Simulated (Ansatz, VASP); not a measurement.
Ga2BSb3 in VASP and in Ansatz

```xyz
6
Lattice="5.2023 0.0000 0.0000 -2.6012 4.5054 0.0000 0.0000 0.0000 5.5104" Properties=species:S:1:pos:R:3 pbc="T T T"
Ga    0.0000    3.0036    0.0000
Ga    2.6012    1.5018    0.0000
B     0.0000    0.0000    2.7552
Sb    0.0000    3.0036    2.7552
Sb    2.6012    1.5018    2.7552
Sb    0.0000    0.0000    0.0000
```

Change from the starting cell: species swapped into the Sn2Pd3Au type (P-3m1, No. 164).

Alike in both runs: functional PBE; k mesh 12 × 12 × 8; occupations gaussian, width 0.1 eV; no spin polarisation.

Ansatz relaxed the structure, and its values are those at the end. VASP's run is a single point on that final structure, the one shown.

```csv
,VASP,Ansatz
version,VASP 6.6.1,Ansatz 0.2.0
potentials or method,"VASP PAW PBE potentials, release 64 (Ga_d, B, Sb), cutoff 520 eV","scalar-relativistic, plane waves, PAW"
valence electrons in the cell,44,74
```

|  | VASP | Ansatz | Ansatz less VASP |
| --- | --- | --- | --- |
| gap on the k mesh at the Fermi level (eV) | none | none | - |
| pressure (GPa) | 0.0 | 0.0 | 0.00 |

A gap of «none» marks a metal or a gap that the smearing closes. VASP's potentials hold 44 valence electrons a cell and Ansatz's 74, so a difference there can come from the potentials and not from the codes.

Spin-orbit coupling is off throughout.
